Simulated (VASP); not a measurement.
# TiAl (R-3m) in VASP: notebook

Runs on TiAl. Level: PBE. Tasks: single point.

Everything below comes from runs of VASP 6.6.1. Logs are shortened: lines on timing, memory, paths and dates and some standing lists are left out, and cuts for length are marked.

## 1. The cell of the first run

The structure is trigonal, space group R-3m (No. 166). The conventional cell has a = 5.664 Å, b = 5.664 Å, c = 3.469 Å, α = 90.00°, β = 90.00°, γ = 120.00°. Within 2.3 Å of Ti (site symmetry -3m) lie 2 Al at 1.73 Å. Al (site symmetry -3m) has 2 Ti at 1.73 Å within 2.3 Å.

## 2. Single point, PBE

Contents of INCAR:

```
SYSTEM = TiAl
PREC = Accurate ; ENCUT = 520
EDIFF = 1E-6 ; ISMEAR = 0
SIGMA = 0.15 ; LREAL = .False.
LASPH = .True. ; NELM = 60
ALGO = Fast ; ISIF = 2
LWAVE = .False. ; LCHARG = .False.
GGA = PE ; NBANDS = 14
```

Contents of KPOINTS:

```
regular mesh
0
Gamma
  16 16 16
  0 0 0
```

Contents of POSCAR:

```
TiAl
1.0
    3.3378080438     -0.6675616088     -0.6675616088
   -0.6675616088      3.3378080438     -0.6675616088
   -0.6675616088     -0.6675616088      3.3378080438
Ti Al
1 1
Direct
    0.0000000000      0.0000000000      0.0000000000
    0.5000000000      0.5000000000      0.5000000000
```

Potentials or basis: VASP PAW PBE potentials, release 64 (Ti_sv, Al).

Run with:

```console
$ cat potpaw_PBE.64/Ti_sv/POTCAR potpaw_PBE.64/Al/POTCAR > POTCAR
$ mpirun -np 1 vasp_std > vasp.out
```

OUTCAR:

```text
SYSTEM = TiAl
   PREC = Accurate
   ENCUT = 520
   EDIFF = 1E-6
   ISMEAR = 0
   LREAL = .False.
   LASPH = .True.
   NELM = 60
   ISIF = 2
   GGA = PE

 ion  position               nearest neighbor table
   1  0.000  0.000  0.000-   2 1.73   2 1.73
   2  0.500  0.500  0.500-   1 1.73   1 1.73

  LATTYP: Found a body centered cubic cell.
 ALAT       =     4.0053696526

  Lattice vectors:

 A1 = (   3.3378080438,  -0.6675616088,  -0.6675616088)
 A2 = (  -0.6675616088,   3.3378080438,  -0.6675616088)
 A3 = (  -0.6675616088,  -0.6675616088,   3.3378080438)

Analysis of symmetry for initial positions (statically):
=====================================================================
 Subroutine PRICEL returns:
 Original cell was already a primitive cell.

 Routine SETGRP: Setting up the symmetry group for a
 body centered cubic supercell.

 Subroutine GETGRP returns: Found 12 space group operations
 (whereof 12 operations were pure point group operations)
 out of a pool of 48 trial point group operations.

The static configuration has the point symmetry D_3d.

Analysis of symmetry for dynamics (positions and initial velocities):
=====================================================================
 Subroutine PRICEL returns:
 Original cell was already a primitive cell.

 Routine SETGRP: Setting up the symmetry group for a
 body centered cubic supercell.

 Subroutine GETGRP returns: Found 12 space group operations
 (whereof 12 operations were pure point group operations)
 out of a pool of 48 trial point group operations.

The dynamic configuration has the point symmetry D_3d.

 Subroutine INISYM returns: Found 12 space group operations
 (whereof 12 operations are pure point group operations),
 and found     1 'primitive' translations

----------------------------------------------------------------------------------------

                                     Primitive cell

  volume of cell :      32.1290

  direct lattice vectors                    reciprocal lattice vectors
     3.337808044 -0.667561609 -0.667561609     0.332886462  0.083221616  0.083221616
    -0.667561609  3.337808044 -0.667561609     0.083221616  0.332886462  0.083221616
    -0.667561609 -0.667561609  3.337808044     0.083221616  0.083221616  0.332886462

  length of vectors
     3.468751871  3.468751871  3.468751871     0.353079412  0.353079412  0.353079412

  position of ions in fractional coordinates (direct lattice)
     0.000000000  0.000000000  0.000000000
     0.500000000  0.500000000  0.500000000

  ion indices of the primitive-cell ions
   primitive index   ion index
                 1           1
                 2           2

----------------------------------------------------------------------------------------

 KPOINTS: regular mesh

Automatic generation of k-mesh.
 Grid dimensions read from file:
 generate k-points for:   16   16   16

 Generating k-lattice:

  Cartesian coordinates                     Fractional coordinates (reciprocal lattice)
     0.020805404  0.005201351  0.005201351     0.062500000  0.000000000  0.000000000
     0.005201351  0.020805404  0.005201351     0.000000000  0.062500000  0.000000000
     0.005201351  0.005201351  0.020805404     0.000000000  0.000000000  0.062500000

  Length of vectors
     0.022067463  0.022067463  0.022067463

  Shift w.r.t. Gamma in fractional coordinates (k-lattice)
     0.000000000  0.000000000  0.000000000

 Subroutine IBZKPT returns following result:
 ===========================================

 Found    417 irreducible k-points:

 Following reciprocal coordinates:
            Coordinates               Weight
  0.000000  0.000000  0.000000      1.000000
  0.062500 -0.000000  0.000000      6.000000
  0.062500  0.000000 -0.062500      6.000000
  0.125000 -0.000000  0.000000      6.000000
  0.125000  0.000000 -0.125000      6.000000
  0.187500 -0.000000 -0.000000      6.000000
[... 16 lines left out ...]
  0.187500 -0.062500 -0.000000     12.000000
  0.187500 -0.125000 -0.062500     12.000000
 [... further k-points ...]
   k-points           NKPTS =    417   k-points in BZ     NKDIM =    417   number of bands    NBANDS=     14
   number of dos      NEDOS =    301   number of ions     NIONS =      2
   total plane-waves  NPLWV =  21952
   dimension x,y,z NGX =    28 NGY =   28 NGZ =   28
   dimension x,y,z NGXF=    56 NGYF=   56 NGZF=   56
   ions per type =               1   1
   NGX,Y,Z   is equivalent  to a cutoff of  13.42, 13.42, 13.42 a.u.
   NGXF,Y,Z  is equivalent  to a cutoff of  26.84, 26.84, 26.84 a.u.
 SYSTEM =  TiAl
   PREC   = accura    normal or accurate (medium, high low for compatibility)
   ISTART =      0    job   : 0-new  1-cont  2-samecut
   ICHARG =      2    charge: 1-file 2-atom 10-const
   ISPIN  =      1    spin polarized calculation?
   LNONCOLLINEAR =      F non collinear calculations
   LSORBIT =      F    spin-orbit coupling
   LASPH  =      T    aspherical Exc in radial PAW
   ENCUT  =  520.0 eV  38.22 Ry    6.18 a.u.   6.45  6.45  6.45*2*pi/ulx,y,z
   NELM   =     60;   NELMIN=  2; NELMDL= -5     # of ELM steps
   EDIFF  = 0.1E-05   stopping-criterion for ELM
   LREAL  =      F    real-space projection
   EDIFFG = 0.1E-04   stopping-criterion for IOM
   NSW    =      0    number of steps for IOM
   IBRION =     -1    ionic relax: 0-MD 1-quasi-New 2-CG
   NFREE  =      0    steps in history (QN), initial steepest desc. (CG)
   ISIF   =      2    stress and relaxation
   ISYM   =      2    0-nonsym 1-usesym 2-fastsym
   POTIM  = 0.5000    time-step for ionic-motion
   TEBEG  =    0.0;   TEEND  =   0.0 temperature during run
   PSTRESS=    0.0 pullay stress
   NELECT =      15.0000    total number of electrons
   NUPDOWN=      -1.0000    fix difference up-down
   EMIN   =  10.00;   EMAX   =-10.00  energy-range for DOS
   EFERMI =   0.00;   METHOD = LEGACY
   ISMEAR =     0;   SIGMA  =   0.15  broadening in eV -4-tet -1-fermi 0-gaus
   EFERMI_NEDOS =   21; number of points for ismear=-14 and -15
   IALGO  =     68    algorithm
   IMIX   =      4    mixing-type and parameters
     AMIX     =   0.40;   BMIX     =  1.00
     AMIX_MAG =   1.60;   BMIX_MAG =  1.00
  volume/ion in A,a.u.               =      16.06       108.41
  Fermi-wavevector in a.u.,A,eV,Ry     =   1.270007  2.399964 21.945065  1.612917
  Thomas-Fermi vector in A             =   2.403017
   LORBIT       =      0    0 simple, 1 ext, 2 COOP (PROOUT), +10 PAW based schemes
   GGA     = PE    functional components
   LHFCALC =     F    Hartree Fock is set to
   AEXX    =    0.0000 exact exchange contribution
   IVDW    =     0    specifies the selected vdW correction
   LEPSILON=     F    determine dielectric tensor
   LRPA    =     F    only Hartree local field effects (RPA)
 non-spin polarized calculation
 RMM-DIIS sequential band-by-band and
 Gauss-broadening in eV      SIGMA  =   0.15
  energy-cutoff  :      520.00
  volume of cell :       32.13
 maximum number of plane-waves:       899
 NGX is ok and might be reduce to    28

 number of electron      14.9999998 magnetization

 Free energy of the ion-electron system (eV)
  ---------------------------------------------------
  ext. energy  EPLUGINS =         0.00000000
  ---------------------------------------------------
  free energy    TOTEN  =        -0.46264181 eV

  energy without entropy =       -0.43588949  energy(sigma->0) =       -0.44926565

 E-fermi :   7.9358     XC(G=0): -10.7088

 val. band max:        7.9316704382   @ k =   0.1250   0.2500  -0.3125
 cond. band min:       7.9359132134   @ k =   0.3750  -0.1875  -0.1250
 fundamental gap:      0.0042427752
 Fermi energy:         7.9358342438

 k-point     1 :       0.0000    0.0000    0.0000
  band No.  band energies     occupation
      1     -48.2557      2.00000
      2     -25.3209      2.00000
      3     -24.3744      2.00000
      4     -24.3744      2.00000
      5       0.1064      2.00000
      6       7.1428      2.00000
      7       7.2890      2.00000
      8       7.2890      2.00000
      9       9.0613      0.00000
     10       9.0613      0.00000
     11      14.4432      0.00000
     12      14.4432      0.00000
     13      18.3817      0.00000
     14      19.1372      0.00000

 k-point     2 :       0.0625   -0.0000    0.0000
  band No.  band energies     occupation
      1     -48.2529      2.00000
      2     -25.3337      2.00000
      3     -24.3772      2.00000
      4     -24.3750      2.00000
      5       0.1908      2.00000
      6       7.1382      2.00000
      7       7.2484      2.00000
      8       7.2621      2.00000
      9       9.0526      0.00000
     10       9.0812      0.00000
     11      14.5256      0.00000
     12      14.5581      0.00000
     13      17.9030      0.00000
     14      18.6353      0.00000

 k-point     3 :       0.0625    0.0000   -0.0625
  band No.  band energies     occupation
      1     -48.2553      2.00000
      2     -25.3214      2.00000
      3     -24.3785      2.00000
      4     -24.3753      2.00000
      5       0.1824      2.00000
      6       7.1036      2.00000
      7       7.2987      2.00000
      8       7.3200      2.00000
      9       8.9630      0.00000
     10       9.0850      0.00000
     11      14.3912      0.00000
     12      14.4066      0.00000
     13      18.0359      0.00000
     14      18.4847      0.00000
[... 324 lines left out ...]
 k-point    23 :       0.1875   -0.0625   -0.0000
  band No.  band energies     occupation
      1     -48.2441      2.00000
      2     -25.3710      2.00000
      3     -24.3967      2.00000
      4     -24.3783      2.00000
      5       0.6631      2.00000
      6       6.7282      2.00000
      7       7.2478      2.00000
      8       7.4675      1.99999
      9       8.8159      0.00000
     10       9.2474      0.00000
     11      14.2296      0.00000
     12      14.7287      0.00000
     13      16.3961      0.00000
     14      17.3303      0.00000

 k-point    24 :       0.1875   -0.1250   -0.0625
  band No.  band energies     occupation
      1     -48.2530      2.00000
      2     -25.3239      2.00000
      3     -24.4001      2.00000
      4     -24.3808      2.00000
      5       0.6291      2.00000
      6       6.8619      2.00000
      7       7.3479      2.00000
      8       7.5179      1.99992
      9       8.4381      0.00000
     10       9.2539      0.00000
     11      13.9062      0.00000
     12      14.1158      0.00000
     13      17.1773      0.00000
     14      17.6681      0.00000

 [... further k-points ...]

------------------------ aborting loop because EDIFF is reached ----------------------------------------

  FORCE on cell =-STRESS in cart. coord.  units (eV):
  Direction    XX          YY          ZZ          XY          YZ          ZX
  --------------------------------------------------------------------------------------
  -------------------------------------------------------------------------------------
  Total       14.9974669     14.9974669     14.9974669     20.1750886     20.1750886     20.1750886
  in kB      747.8778658    747.8778658    747.8778658   1006.0700457   1006.0700457   1006.0700457
  external PRESSURE =     747.8778658 kB  Pullay stress =       0.0000000 kB

 VOLUME and BASIS-vectors are now :
 -----------------------------------------------------------------------------
  energy-cutoff  :      520.00
  volume of cell :       32.13
      direct lattice vectors                 reciprocal lattice vectors
     3.337808044 -0.667561609 -0.667561609     0.332886462  0.083221616  0.083221616
    -0.667561609  3.337808044 -0.667561609     0.083221616  0.332886462  0.083221616
    -0.667561609 -0.667561609  3.337808044     0.083221616  0.083221616  0.332886462

 POSITION                                       TOTAL-FORCE (eV/Angst)
 -----------------------------------------------------------------------------------
      0.00000      0.00000      0.00000        -0.000000      0.000000     -0.000000
      1.00134      1.00134      1.00134         0.000000     -0.000000      0.000000
 -----------------------------------------------------------------------------------
    total drift:                               -0.000000      0.000000     -0.000000

  FREE ENERGIE OF THE ION-ELECTRON SYSTEM (eV)
  ---------------------------------------------------
  free  energy   TOTEN  =        -0.4626418144 eV

  energy  without entropy=       -0.4358894949  energy(sigma->0) =       -0.44926565
```

It took 3.2 min on 1 thread of AMD EPYC 9R45 (Zen 5), shared host; peak memory 0.28 GiB.

Results:

```
Free energy : -0.4626 eV
Pressure    : 74.8 GPa
```

Stress tensor (GPa, compression positive):
```
 74.79 100.61 100.61
100.61  74.79 100.61
100.61 100.61  74.79
```

Levels at points of the mesh, in eV from the Fermi level:
```
           k point  band 3  band 4  band 5  band 6  band 7  band 8  band 9  band 10  band 11  band 12
(0.00, 0.00, 0.00)  -32.31  -32.31   -7.83   -0.79   -0.65   -0.65    1.13     1.13     6.51     6.51
(0.50, 0.00, 0.00)  -32.38  -32.33   -3.86   -3.45   -1.33    0.28    1.29     1.41     3.09     5.76
(0.50, 0.00, 0.50)  -32.41  -32.33   -4.47   -2.97   -1.17   -0.22    0.22     2.68     3.51     3.98
(0.50, 0.50, 0.50)  -32.40  -32.40   -3.34   -3.34    0.05    0.88    2.25     2.25     2.57     2.57
```

## 3. Single point, PBE

This run uses another cell than the first one, of the same volume but with other edges.

Contents of INCAR:

```
ALGO = Fast
EDIFF = 1E-7
ENCUT = 520
GGA = PE
ISIF = 2
ISMEAR = 0
LASPH = True
LCHARG = False
LREAL = False
LWAVE = False
NBANDS = 14
NELM = 60
PREC = Accurate
SIGMA = 0.15
```

Contents of KPOINTS:

```
k-points
0
Gamma
  16 16 16
```

Contents of POSCAR:

```
TiAl
1.0
    3.2190510025     -0.3444740925     -0.3444740925
   -0.3444740925      3.2190510025     -0.3444740925
   -0.3444740925     -0.3444740925      3.2190510025
Ti Al
1 1
Direct
    0.0000000000      0.0000000000      0.0000000000
    0.5000000000      0.5000000000      0.5000000000
```

Potentials or basis: VASP PAW PBE potentials, release 64 (Ti_sv, Al).

Run with:

```console
$ cat potpaw_PBE.64/Ti_sv/POTCAR potpaw_PBE.64/Al/POTCAR > POTCAR
$ mpirun -np 1 vasp_std > vasp.out
```

OUTCAR:

```text
EDIFF = 1E-7
   ENCUT = 520
   GGA = PE
   ISIF = 2
   ISMEAR = 0
   LASPH = True
   LREAL = False
   NELM = 60
   PREC = Accurate

 ion  position               nearest neighbor table
   1  0.000  0.000  0.000-   2 2.19   2 2.19   2 3.00   2 3.00   2 3.00   2 3.00   2 3.00   2 3.00

   2  0.500  0.500  0.500-   1 2.19   1 2.19   1 3.00   1 3.00   1 3.00   1 3.00   1 3.00   1 3.00

  LATTYP: Found a trigonal (rhomboedric) cell.
 ALAT       =     3.2557048634
 COS(alpha) =    -0.1980352222

  Lattice vectors:

 A1 = (   3.2190510025,  -0.3444740925,  -0.3444740925)
 A2 = (  -0.3444740925,   3.2190510025,  -0.3444740925)
 A3 = (  -0.3444740925,  -0.3444740925,   3.2190510025)

Analysis of symmetry for initial positions (statically):
=====================================================================
 Subroutine PRICEL returns:
 Original cell was already a primitive cell.

 Routine SETGRP: Setting up the symmetry group for a
 trigonal (rhombohedral) supercell.

 Subroutine GETGRP returns: Found 12 space group operations
 (whereof 12 operations were pure point group operations)
 out of a pool of 12 trial point group operations.

The static configuration has the point symmetry D_3d.

Analysis of symmetry for dynamics (positions and initial velocities):
=====================================================================
 Subroutine PRICEL returns:
 Original cell was already a primitive cell.

 Routine SETGRP: Setting up the symmetry group for a
 trigonal (rhombohedral) supercell.

 Subroutine GETGRP returns: Found 12 space group operations
 (whereof 12 operations were pure point group operations)
 out of a pool of 12 trial point group operations.

The dynamic configuration has the point symmetry D_3d.

 Subroutine INISYM returns: Found 12 space group operations
 (whereof 12 operations are pure point group operations),
 and found     1 'primitive' translations

----------------------------------------------------------------------------------------
[... 123 lines left out ...]
   LRPA    =     F    only Hartree local field effects (RPA)
 non-spin polarized calculation
 RMM-DIIS sequential band-by-band and
 Gauss-broadening in eV      SIGMA  =   0.15
  energy-cutoff  :      520.00
  volume of cell :       32.13
 maximum number of plane-waves:       885
   NGX = 13   NGY = 13   NGZ = 13

 number of electron      15.0000005 magnetization

 Free energy of the ion-electron system (eV)
  ---------------------------------------------------
  ext. energy  EPLUGINS =         0.00000000
  ---------------------------------------------------
  free energy    TOTEN  =        -9.91341695 eV

  energy without entropy =       -9.88643460  energy(sigma->0) =       -9.89992577

 E-fermi :   8.3235     XC(G=0): -10.9930

 val. band max:        8.3175250509   @ k =   0.4375   0.4375   0.1250
 cond. band min:       8.3248092029   @ k =  -0.3750   0.0625  -0.0000
 fundamental gap:      0.0072841519
 Fermi energy:         8.3235267815

 k-point     1 :       0.0000    0.0000    0.0000
  band No.  band energies     occupation
      1     -48.0050      2.00000
      2     -24.3859      2.00000
      3     -24.2286      2.00000
      4     -24.2286      2.00000
      5      -0.4007      2.00000
      6       7.5381      2.00000
      7       7.5381      2.00000
      8       9.0525      0.00000
      9      10.3096      0.00000
     10      10.3096      0.00000
     11      13.8098      0.00000
     12      13.9684      0.00000
     13      13.9684      0.00000
     14      18.5504      0.00000
[... 377 lines left out ...]
      1     -48.0041      2.00000
      2     -24.3875      2.00000
      3     -24.2346      2.00000
      4     -24.2298      2.00000
      5      -0.3046      2.00000
      6       7.5555      2.00000
      7       7.5755      2.00000
      8       8.9499      0.00000
      9      10.1636      0.00000
     10      10.2477      0.00000
     11      13.6410      0.00000
     12      14.0654      0.00000
     13      14.1281      0.00000
     14      18.4778      0.00000

 [... further k-points ...]

------------------------ aborting loop because EDIFF is reached ----------------------------------------

  FORCE on cell =-STRESS in cart. coord.  units (eV):
  Direction    XX          YY          ZZ          XY          YZ          ZX
  --------------------------------------------------------------------------------------
  -------------------------------------------------------------------------------------
  Total        3.6843411      3.6843411      3.6843411      7.3251249      7.3251249      7.3251249
  in kB      183.7268382    183.7268382    183.7268382    365.2816072    365.2816072    365.2816072
  external PRESSURE =     183.7268382 kB  Pullay stress =       0.0000000 kB

 VOLUME and BASIS-vectors are now :
 -----------------------------------------------------------------------------
  energy-cutoff  :      520.00
  volume of cell :       32.13
      direct lattice vectors                 reciprocal lattice vectors
     3.219051003 -0.344474092 -0.344474092     0.318827623  0.038206616  0.038206616
    -0.344474092  3.219051003 -0.344474092     0.038206616  0.318827623  0.038206616
    -0.344474092 -0.344474092  3.219051003     0.038206616  0.038206616  0.318827623

 POSITION                                       TOTAL-FORCE (eV/Angst)
 -----------------------------------------------------------------------------------
      0.00000      0.00000      0.00000         0.000000      0.000000     -0.000000
      1.26505      1.26505      1.26505        -0.000000     -0.000000      0.000000
 -----------------------------------------------------------------------------------
    total drift:                                0.000000      0.000000      0.000000

  FREE ENERGIE OF THE ION-ELECTRON SYSTEM (eV)
  ---------------------------------------------------
  free  energy   TOTEN  =        -9.9134169493 eV

  energy  without entropy=       -9.8864345962  energy(sigma->0) =       -9.89992577
```

Wall time 3.2 min (1 thread of AMD EPYC 9R45 (Zen 5), shared host); peak memory 0.27 GiB.

Results:

| Quantity | Value |
| --- | --- |
| Free energy | -9.9134 eV |
| Pressure | 18.4 GPa |

Stress tensor (GPa, compression positive):
```
18.37 36.53 36.53
36.53 18.37 36.53
36.53 36.53 18.37
```

(Part 1 of 2 ends here.)
